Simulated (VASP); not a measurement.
# MgO (Fm-3m) in VASP: notebook

MgO is run at these levels: r2SCAN; tasks: single point.

Everything below comes from runs of VASP 6.6.1. Logs are shortened: lines on timing, memory, paths and dates and some standing lists are left out, and cuts for length are marked.

## Step 1: The cell of the first run

Symmetry: Fm-3m, No. 225, cubic system. Conventional cell: a = 4.275 Å, b = 4.275 Å, c = 4.275 Å, α = 90.00°, β = 90.00°, γ = 90.00°. Mg (site symmetry m-3m) has 6 O at 2.14 Å within 2.8 Å. O (site symmetry m-3m) has 6 Mg at 2.14 Å within 2.8 Å.

## Step 2: Single point, r2SCAN

POSCAR reads:

```
MgO
1.0
    0.0000000000      2.1375000000      2.1375000000
    2.1375000000      0.0000000000      2.1375000000
    2.1375000000      2.1375000000      0.0000000000
Mg O
1 1
Direct
    0.0000000000      0.0000000000      0.0000000000
    0.5000000000      0.5000000000      0.5000000000
```

INCAR.step1 reads:

```
PREC = Accurate ; ENCUT = 660
ISMEAR = -1 ; SIGMA = 0.02
LREAL = False ; LASPH = True
NELM = 120 ; NBANDS = 11
GGA = PE ; ALGO = Normal
EDIFF = 1E-5 ; LWAVE = True
LCHARG = False ; GGA_COMPAT = False
```

INCAR.step2 reads:

```
PREC = Accurate ; ENCUT = 660
EDIFF = 1E-6 ; ISMEAR = -1
SIGMA = 0.02 ; LREAL = False
LASPH = True ; NELM = 120
ALGO = Normal ; ISIF = 2
LWAVE = False ; LCHARG = False
METAGGA = R2SCAN ; LMIXTAU = True
NBANDS = 11 ; ISTART = 1
GGA_COMPAT = False
```

KPOINTS reads:

```
Automatic mesh
0
Gamma
  5 5 5
```

Potentials or basis: VASP PAW PBE potentials, release 64 (Mg, O).

On the command line:

```sh
$ cat potpaw_PBE.64/Mg/POTCAR potpaw_PBE.64/O/POTCAR > POTCAR
$ cp INCAR.step1 INCAR
$ mpirun -np 1 vasp_std > vasp.out
$ cp INCAR.step2 INCAR
$ mpirun -np 1 vasp_std > vasp.out
```

OUTCAR:

```text
PREC = Accurate
   ENCUT = 660
   EDIFF = 1E-6
   ISMEAR = -1
   LREAL = False
   LASPH = True
   NELM = 120
   ISIF = 2
   METAGGA = R2SCAN
   ISTART = 1

 ion  position               nearest neighbor table
   1  0.000  0.000  0.000-   2 2.14   2 2.14   2 2.14   2 2.14   2 2.14   2 2.14
   2  0.500  0.500  0.500-   1 2.14   1 2.14   1 2.14   1 2.14   1 2.14   1 2.14

  LATTYP: Found a face centered cubic cell.
 ALAT       =     4.2750000000

  Lattice vectors:

 A1 = (   0.0000000000,   2.1375000000,   2.1375000000)
 A2 = (   2.1375000000,   0.0000000000,   2.1375000000)
 A3 = (   2.1375000000,   2.1375000000,   0.0000000000)

Analysis of symmetry for initial positions (statically):
=====================================================================
 Subroutine PRICEL returns:
 Original cell was already a primitive cell.

 Routine SETGRP: Setting up the symmetry group for a
 face centered cubic supercell.

 Subroutine GETGRP returns: Found 48 space group operations
 (whereof 48 operations were pure point group operations)
 out of a pool of 48 trial point group operations.

The static configuration has the point symmetry O_h .

Analysis of symmetry for dynamics (positions and initial velocities):
=====================================================================
 Subroutine PRICEL returns:
 Original cell was already a primitive cell.

 Routine SETGRP: Setting up the symmetry group for a
 face centered cubic supercell.

 Subroutine GETGRP returns: Found 48 space group operations
 (whereof 48 operations were pure point group operations)
 out of a pool of 48 trial point group operations.

The dynamic configuration has the point symmetry O_h .

 Subroutine INISYM returns: Found 48 space group operations
 (whereof 48 operations are pure point group operations),
 and found     1 'primitive' translations

----------------------------------------------------------------------------------------

                                     Primitive cell

  volume of cell :      19.5321

  direct lattice vectors                    reciprocal lattice vectors
     0.000000000  2.137500000  2.137500000    -0.233918129  0.233918129  0.233918129
     2.137500000  0.000000000  2.137500000     0.233918129 -0.233918129  0.233918129
     2.137500000  2.137500000  0.000000000     0.233918129  0.233918129 -0.233918129

  length of vectors
     3.022881490  3.022881490  3.022881490     0.405158084  0.405158084  0.405158084

  position of ions in fractional coordinates (direct lattice)
     0.000000000  0.000000000  0.000000000
     0.500000000  0.500000000  0.500000000

  ion indices of the primitive-cell ions
   primitive index   ion index
                 1           1
                 2           2

----------------------------------------------------------------------------------------

 KPOINTS: Automatic mesh

Automatic generation of k-mesh.
 Grid dimensions read from file:
 generate k-points for:    5    5    5

 Generating k-lattice:

  Cartesian coordinates                     Fractional coordinates (reciprocal lattice)
    -0.046783626  0.046783626  0.046783626     0.200000000  0.000000000  0.000000000
     0.046783626 -0.046783626  0.046783626     0.000000000  0.200000000  0.000000000
     0.046783626  0.046783626 -0.046783626     0.000000000  0.000000000  0.200000000

  Length of vectors
     0.081031617  0.081031617  0.081031617

  Shift w.r.t. Gamma in fractional coordinates (k-lattice)
     0.000000000  0.000000000  0.000000000

 Subroutine IBZKPT returns following result:
 ===========================================

 Found     10 irreducible k-points:

 Following reciprocal coordinates:
            Coordinates               Weight
  0.000000  0.000000  0.000000      1.000000
  0.200000  0.000000  0.000000      8.000000
  0.400000  0.000000  0.000000      8.000000
  0.200000  0.200000  0.000000      6.000000
  0.400000  0.200000  0.000000     24.000000
 -0.400000  0.200000  0.000000     24.000000
 -0.200000  0.200000  0.000000     12.000000
  0.400000  0.400000  0.000000      6.000000
 -0.400000  0.400000  0.000000     12.000000
 -0.400000  0.400000  0.200000     24.000000
   k-points           NKPTS =     10   k-points in BZ     NKDIM =     10   number of bands    NBANDS=     11
   number of dos      NEDOS =    301   number of ions     NIONS =      2
   total plane-waves  NPLWV =  21952
   dimension x,y,z NGX =    28 NGY =   28 NGZ =   28
   dimension x,y,z NGXF=    56 NGYF=   56 NGZF=   56
   ions per type =               1   1
   NGX,Y,Z   is equivalent  to a cutoff of  15.40, 15.40, 15.40 a.u.
   NGXF,Y,Z  is equivalent  to a cutoff of  30.80, 30.80, 30.80 a.u.
 SYSTEM =  unknown system
   PREC   = accura    normal or accurate (medium, high low for compatibility)
   ISTART =      1    job   : 0-new  1-cont  2-samecut
   ICHARG =      0    charge: 1-file 2-atom 10-const
   ISPIN  =      1    spin polarized calculation?
   LNONCOLLINEAR =      F non collinear calculations
   LSORBIT =      F    spin-orbit coupling
   LASPH  =      T    aspherical Exc in radial PAW
   ENCUT  =  660.0 eV  48.51 Ry    6.96 a.u.   6.33  6.33  6.33*2*pi/ulx,y,z
   NELM   =    120;   NELMIN=  2; NELMDL=  0     # of ELM steps
   EDIFF  = 0.1E-05   stopping-criterion for ELM
   LREAL  =      F    real-space projection
   EDIFFG = 0.1E-04   stopping-criterion for IOM
   NSW    =      0    number of steps for IOM
   IBRION =     -1    ionic relax: 0-MD 1-quasi-New 2-CG
   NFREE  =      0    steps in history (QN), initial steepest desc. (CG)
   ISIF   =      2    stress and relaxation
   ISYM   =      2    0-nonsym 1-usesym 2-fastsym
   POTIM  = 0.5000    time-step for ionic-motion
   TEBEG  =    0.0;   TEEND  =   0.0 temperature during run
   PSTRESS=    0.0 pullay stress
   NELECT =       8.0000    total number of electrons
   NUPDOWN=      -1.0000    fix difference up-down
   EMIN   =  10.00;   EMAX   =-10.00  energy-range for DOS
   EFERMI =   0.00;   METHOD = LEGACY
   ISMEAR =    -1;   SIGMA  =   0.02  broadening in eV -4-tet -1-fermi 0-gaus
   EFERMI_NEDOS =   21; number of points for ismear=-14 and -15
   IALGO  =     38    algorithm
   IMIX   =      4    mixing-type and parameters
     AMIX     =   0.40;   BMIX     =  1.00
     AMIX_MAG =   1.60;   BMIX_MAG =  1.00
  volume/ion in A,a.u.               =       9.77        65.90
  Fermi-wavevector in a.u.,A,eV,Ry     =   1.215781  2.297493 20.111092  1.478124
  Thomas-Fermi vector in A             =   2.351157
   LORBIT       =      0    0 simple, 1 ext, 2 COOP (PROOUT), +10 PAW based schemes
   METAGGA = R2SCAN    functional components
   LHFCALC =     F    Hartree Fock is set to
   AEXX    =    0.0000 exact exchange contribution
   IVDW    =     0    specifies the selected vdW correction
   LEPSILON=     F    determine dielectric tensor
   LRPA    =     F    only Hartree local field effects (RPA)
 non-spin polarized calculation
  energy-cutoff  :      660.00
  volume of cell :       19.53
 maximum number of plane-waves:       763
 NGX is ok and might be reduce to    28
   NGX = 13   NGY = 13   NGZ = 13

 number of electron       8.0000001 magnetization

 Free energy of the ion-electron system (eV)
  ---------------------------------------------------
  ext. energy  EPLUGINS =         0.00000000
  ---------------------------------------------------
  free energy    TOTEN  =       -16.13658051 eV

  energy without entropy =      -16.13658051  energy(sigma->0) =      -16.13658051

 E-fermi :   2.9903     XC(G=0): -11.3651

 val. band max:        2.4572566030   @ k =   0.0000   0.0000   0.0000
 cond. band min:       7.6256589630   @ k =   0.0000   0.0000   0.0000
 fundamental gap:      5.1684023600
 Fermi energy:         2.9903114770

 k-point     1 :       0.0000    0.0000    0.0000
  band No.  band energies     occupation
      1     -15.5206      2.00000
      2       2.4573      2.00000
      3       2.4573      2.00000
      4       2.4573      2.00000
      5       7.6257      0.00000
      6      19.0300      0.00000
      7      19.0300      0.00000
      8      19.0301      0.00000
      9      23.0502      0.00000
     10      24.7705      0.00000
     11      24.7705      0.00000

 k-point     2 :       0.2000    0.0000    0.0000
  band No.  band energies     occupation
      1     -15.1631      2.00000
      2       0.5703      2.00000
      3       2.2300      2.00000
      4       2.2300      2.00000
      5       9.4575      0.00000
      6      16.2754      0.00000
      7      19.7243      0.00000
      8      19.7243      0.00000
      9      23.2768      0.00000
     10      23.2768      0.00000
     11      25.4517      0.00000

 k-point     3 :       0.4000    0.0000    0.0000
  band No.  band energies     occupation
      1     -14.5053      2.00000
      2      -1.6208      2.00000
      3       1.8886      2.00000
      4       1.8886      2.00000
      5      10.8914      0.00000
      6      15.5836      0.00000
      7      19.5366      0.00000
      8      19.5366      0.00000
      9      24.3254      0.00000
     10      25.0728      0.00000
     11      25.0728      0.00000
[... 71 lines left out ...]
 k-point     9 :      -0.4000    0.4000    0.0000
  band No.  band energies     occupation
      1     -14.1283      2.00000
      2      -1.0894      2.00000
      3       0.2194      2.00000
      4       1.2784      2.00000
      5      13.0841      0.00000
      6      14.3284      0.00000
      7      15.8750      0.00000
      8      21.3736      0.00000
      9      21.5024      0.00000
     10      29.6286      0.00000
     11      29.7588      0.00000

 k-point    10 :      -0.4000    0.4000    0.2000
  band No.  band energies     occupation
      1     -14.1870      2.00000
      2      -0.8823      2.00000
      3       0.1872      2.00000
      4       1.1324      2.00000
      5      14.1357      0.00000
      6      14.3603      0.00000
      7      15.7908      0.00000
      8      19.5818      0.00000
      9      23.7156      0.00000
     10      25.8206      0.00000
     11      30.6150      0.00000

------------------------ aborting loop because EDIFF is reached ----------------------------------------

  FORCE on cell =-STRESS in cart. coord.  units (eV):
  Direction    XX          YY          ZZ          XY          YZ          ZX
  --------------------------------------------------------------------------------------
  -------------------------------------------------------------------------------------
  Total       -1.0857973     -1.0857973     -1.0857973      0.0000000      0.0000000     -0.0000000
  in kB      -89.0658007    -89.0658007    -89.0658007      0.0000000      0.0000000     -0.0000000
  external PRESSURE =     -89.0658007 kB  Pullay stress =       0.0000000 kB

 VOLUME and BASIS-vectors are now :
 -----------------------------------------------------------------------------
  energy-cutoff  :      660.00
  volume of cell :       19.53
      direct lattice vectors                 reciprocal lattice vectors
     0.000000000  2.137500000  2.137500000    -0.233918129  0.233918129  0.233918129
     2.137500000  0.000000000  2.137500000     0.233918129 -0.233918129  0.233918129
     2.137500000  2.137500000  0.000000000     0.233918129  0.233918129 -0.233918129

 POSITION                                       TOTAL-FORCE (eV/Angst)
 -----------------------------------------------------------------------------------
      0.00000      0.00000      0.00000        -0.000000      0.000000      0.000000
      2.13750      2.13750      2.13750         0.000000     -0.000000     -0.000000
 -----------------------------------------------------------------------------------
    total drift:                                0.000000      0.000000      0.000000

  FREE ENERGIE OF THE ION-ELECTRON SYSTEM (eV)
  ---------------------------------------------------
  free  energy   TOTEN  =       -16.1365805071 eV

  energy  without entropy=      -16.1365805071  energy(sigma->0) =      -16.13658051
```

Run time: 45 s. Hardware: 1 thread of Intel Xeon 8259CL, shared host; peak memory 0.16 GiB.

What came out:

- Free energy: -16.1366 eV
- Pressure: -8.9 GPa
- Band gap on the k mesh: 5.17 eV, direct

Caveat: the k points lie up to 0.51 Å⁻¹ apart; the PAW data sets were made with another functional, which shifts forces and pressure a little. r2SCAN opens gaps a little over a GGA but as a rule still falls short of measured ones.

(Continued in part 2 of 2.)
